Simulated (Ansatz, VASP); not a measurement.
# One calculation of AlAs, two programs

```
CELL_PARAMETERS angstrom
0.00000 2.86396 2.86396
2.86396 0.00000 2.86396
2.86396 2.86396 0.00000
ATOMIC_POSITIONS crystal
Al 0.00000 0.00000 0.00000
As 0.25000 0.25000 0.25000
```

Alike in both runs: task single point; functional PBE; k mesh 8 × 8 × 8; occupations gaussian, width 0.02 eV; no spin polarisation.

|  | VASP | Ansatz |
| --- | --- | --- |
| version | VASP 6.6.1 | Ansatz 0.2.0 |
| potentials or method | VASP PAW PBE potentials, release 64 (Al, As), cutoff 500 eV | scalar-relativistic, plane waves, PAW |
| valence electrons in the cell | 8 | 18 |

Ansatz gave:

| Quantity | Value |
| --- | --- |
| gap on the k mesh at the Fermi level (eV) | 1.50 |
| least direct gap on the mesh (eV) | 1.78 |
| pressure (GPa) | 0.0 |

**Question.** Which values does VASP return?

**Answer.** gap on the k mesh at the Fermi level (eV): 1.49; least direct gap on the mesh (eV): 1.78; pressure (GPa): 0.2.

VASP's potentials hold 8 valence electrons a cell and Ansatz's 18, so a difference there can come from the potentials and not from the codes.
